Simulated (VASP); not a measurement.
The system is Mo.

```
CELL_PARAMETERS angstrom
-1.58381 1.58381 1.58381
1.58381 -1.58381 1.58381
1.58381 1.58381 -1.58381
ATOMIC_POSITIONS crystal
Mo 0.00000 0.00000 0.00000
```

| Property | Result |
| --- | --- |
| Program | VASP 6.6.1 |
| Task | relaxation of cell and atoms |
| Functional | PBE |
| Dispersion | D3(BJ) |
| Potentials or basis | VASP PAW PBE potentials, release 64 (Mo_sv) |
| Cutoff | 600 eV |
| k mesh | 12 × 12 × 12 |
| Occupations | fermi-dirac, width 0.05 eV |
| Spin | no spin polarisation |

At the start: pressure -8.9 GPa; volume 15.89 Å³/atom.

Task: How do energy, volume and symmetry change on relaxing?

Result: Over 4 steps the energy falls by 15.2 meV/atom and the volume is 15.36 Å³/atom (-3.3 %); space group Im-3m (No. 229, to 0.05 Å).

Step by step:
| step | energy change (eV) | largest force (eV/Å) | pressure (GPa) | volume (Å³) |
| --- | --- | --- | --- | --- |
| 1 | 0.0000 | 0.0000 | -8.86 | 15.89 |
| 2 | 0.1177 | 0.0000 | 32.97 | 13.96 |
| 3 | -0.0152 | 0.0000 | -0.38 | 15.38 |
| 4 | -0.0152 | 0.0000 | -0.03 | 15.36 |

Final structure:
```yaml
crystal:
  lattice:
    - [-1.56600, 1.56600, 1.56600]
    - [1.56600, -1.56600, 1.56600]
    - [1.56600, 1.56600, -1.56600]
  atoms:
    - { symbol: Mo, position: [0.00000, 0.00000, 0.00000] }
```

Caveat: pairwise dispersion overbinds metals, which lowers pressure and volume.
